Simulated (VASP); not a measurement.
The system is CsBr.

```
Cs Br
1.0
     4.39096    0.00000    0.00000
     0.00000    4.39096    0.00000
     0.00000    0.00000    4.39096
Cs Br
1 1
Direct
  0.00000 0.00000 0.00000
  0.50000 0.50000 0.50000
```

* Program: VASP 6.6.1
* Task: relaxation of cell and atoms
* Functional: r2SCAN
* Potentials or basis: VASP PAW PBE potentials, release 64 (Cs_sv, Br)
* Cutoff: 550 eV
* k mesh: 6 × 6 × 6
* Occupations: fermi-dirac, width 0.02 eV
* Spin: no spin polarisation

At the start: pressure -0.6 GPa; volume 42.33 Å³/atom.

Question: Where does the relaxation end?

Answer: Over 4 steps the energy falls by 3.5 meV/atom and the volume is 40.50 Å³/atom (-4.3 %); space group Pm-3m (No. 221, to 0.1 Å) before and after.

The path:
```tsv
step	energy change (eV)	largest force (eV/Å)	pressure (GPa)	volume (Å³)
1	0.0000	0.0000	-0.60	84.66
2	-0.0054	0.0000	-0.30	82.74
3	-0.0070	0.0000	-0.04	81.22
4	-0.0070	0.0000	0.01	81.01
```

Final structure:
```xyz
2
Lattice="4.3269 0.0000 0.0000 0.0000 4.3269 0.0000 0.0000 0.0000 4.3269" Properties=species:S:1:pos:R:3 pbc="T T T"
Cs    0.0000    0.0000    0.0000
Br    2.1634    2.1634    2.1634
```

Caveat: the PAW data sets were made with another functional, which shifts forces and pressure a little.
